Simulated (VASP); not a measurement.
# ScAl3As4: relaxation of cell and atoms with PBE

ScAl3As4:

```xyz
8
Lattice="4.0465 0.0214 0.0037 -2.0047 3.4598 -0.0520 0.0123 -0.1939 13.8370" Properties=species:S:1:pos:R:3 pbc="T T T"
Sc   -1.9825    3.3527    3.4014
Al   -1.9576    3.3281   10.2645
Al   -0.0239    2.0966   13.7344
Al   -0.0584    2.2651    7.0557
As    0.0689   -0.0431    0.6270
As    2.0895    3.4050    7.6990
As   -0.0055    2.2726    4.5173
As    0.0035    2.1565   11.0943
```

```json
{
 "Program": "VASP 6.6.1",
 "Task": "relaxation of cell and atoms",
 "Functional": "PBE",
 "Potentials or basis": "VASP PAW PBE potentials, release 64 (Sc_sv, Al, As)",
 "Cutoff": "600 eV",
 "k mesh": "6 × 6 × 1",
 "Occupations": "gaussian, width 0.1 eV",
 "Spin": "no spin polarisation",
 "Dipole correction": "no",
 "Further INCAR settings": "ALGO = Normal; EDIFF = 1e-07; IBRION = 2; EDIFFG = -0.025; NSW = 80; ISIF = 3"
}
```

* Relaxed volume: 24.84 Å³/atom
* Relaxed cell: a = 4.090 Å, b = 4.091 Å, c = 13.704 Å, α = 89.81°, β = 90.10°, γ = 119.92°
* Space group after relaxing (to 0.1 Å): P3m1 (No. 156)
* Energy gained by relaxing: 60.4 meV/atom
* Ionic steps: 12
* Pressure after relaxing: 0.0 GPa
* Largest force after relaxing: 0.023 eV/Å
* Band gap on the k mesh: 1.30 eV (least direct gap 1.58 eV)

Forces in eV/Å, atoms in the order of the input:
```
Sc   0.001  0.015 -0.003
Al  -0.006 -0.006  0.010
Al  -0.005  0.002  0.004
Al   0.004 -0.020 -0.012
As   0.001  0.012  0.001
As   0.008 -0.005  0.002
As  -0.004  0.003 -0.004
As   0.000 -0.001  0.001
```

Step by step:
```csv
step,energy change (eV),largest force (eV/Å),pressure (GPa),volume (Å³)
1,0.0000,1.8495,2.22,194.27
2,-0.3573,0.6461,-1.47,203.68
3,-0.4046,0.5508,-0.79,201.00
4,-0.4539,0.2913,0.11,198.22
5,-0.4593,0.2837,0.55,196.97
6,-0.4767,0.1285,0.10,198.40
7,-0.4773,0.1359,0.00,198.71
8,-0.4804,0.0672,-0.07,198.93
9,-0.4810,0.0758,-0.12,199.06
10,-0.4822,0.0473,0.06,198.49
11,-0.4823,0.0407,0.12,198.29
12,-0.4828,0.0232,-0.01,198.70
```

Final structure:
```yaml
crystal:
  lattice:
    - [4.08965, 0.00219, -0.00385]
    - [-2.04207, 3.54441, 0.00750]
    - [-0.01166, 0.01775, 13.70360]
  atoms:
    - { symbol: Sc, position: [0.99656, 0.99580, 0.24731] }
    - { symbol: Al, position: [0.00239, 0.00237, 0.74845] }
    - { symbol: Al, position: [0.33353, 0.66156, 0.98922] }
    - { symbol: Al, position: [0.33426, 0.67528, 0.50661] }
    - { symbol: As, position: [0.99988, 0.99407, 0.05058] }
    - { symbol: As, position: [0.00079, 0.00809, 0.56549] }
    - { symbol: As, position: [0.33023, 0.66170, 0.32591] }
    - { symbol: As, position: [0.33569, 0.66779, 0.80723] }
```

Levels at points of the mesh, in eV from the valence-band top:
| k point | band 16 | band 17 | band 18 | band 19 | band 20 | band 21 | band 22 | band 23 | band 24 | band 25 |
| --- | --- | --- | --- | --- | --- | --- | --- | --- | --- | --- |
| (0.00, 0.00, 0.00) | -0.36 | -0.31 | -0.31 | -0.01 | 0.00 | 1.58 | 2.04 | 2.26 | 2.26 | 2.45 |
| (0.50, 0.00, 0.00) | -1.51 | -1.45 | -0.96 | -0.96 | -0.52 | 1.35 | 1.59 | 2.24 | 2.33 | 2.64 |
| (0.00, 0.50, 0.00) | -1.51 | -1.46 | -0.97 | -0.96 | -0.52 | 1.35 | 1.62 | 2.26 | 2.31 | 2.64 |
| (0.50, 0.50, 0.00) | -1.53 | -1.43 | -0.97 | -0.95 | -0.52 | 1.35 | 1.58 | 2.23 | 2.32 | 2.64 |

It took 19 min on 1 thread of AMD EPYC 9R14 (Zen 4), with other jobs on the host, peak memory 0.39 GiB.

Caveat: the k points lie up to 0.46 Å⁻¹ apart in the final cell. A k mesh can miss the band edges.
